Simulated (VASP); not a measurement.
A run of VASP 6.6.1:

Contents of POSCAR:

```
CdTe
1.0
    0.0000000000      3.2354550000      3.2354550000
    3.2354550000      0.0000000000      3.2354550000
    3.2354550000      3.2354550000      0.0000000000
Cd Te
1 1
Direct
    0.0000000000      0.0000000000      0.0000000000
    0.2500000000      0.2500000000      0.2500000000
```

Contents of INCAR.step1:

```
SYSTEM = CdTe
PREC = Accurate
ENCUT = 520
ISMEAR = 0
SIGMA = 0.1085
LREAL = .False.
LASPH = .True.
NELM = 80
NBANDS = 16
GGA = PE
ALGO = Normal
EDIFF = 1E-4
LWAVE = .True.
LCHARG = .False.
```

INCAR.step2

```
SYSTEM = CdTe
PREC = Accurate
ENCUT = 520
EDIFF = 1E-6
ISMEAR = 0
SIGMA = 0.1085
LREAL = .False.
LASPH = .True.
NELM = 80
ALGO = Normal
ISIF = 2
LWAVE = .False.
LCHARG = .True.
METAGGA = R2SCAN
LMIXTAU = .True.
LELF = .True.
LVHAR = .True.
NBANDS = 16
ISTART = 1
```

File KPOINTS:

```
regular mesh
0
Gamma
  7 7 7
  0 0 0
```

Potentials or basis: VASP PAW PBE potentials, release 64 (Cd, Te).

Command:

```bash
$ cat potpaw_PBE.64/Cd/POTCAR potpaw_PBE.64/Te/POTCAR > POTCAR
$ cp INCAR.step1 INCAR
$ mpirun -np 1 vasp_std > vasp.out
$ cp INCAR.step2 INCAR
$ mpirun -np 1 vasp_std > vasp.out
```

Hardware: 1 thread of Intel(R) Xeon(R) Platinum 8259CL CPU @ 2.50GHz (Skylake/Cascade Lake), on a shared host.

Q: How long does it take, and how much memory?

A: Wall time 99 s on 1 thread of Intel(R) Xeon(R) Platinum 8259CL CPU @ 2.50GHz (Skylake/Cascade Lake) (shared host), peak memory 0.22 GiB. Counts: k points 20.
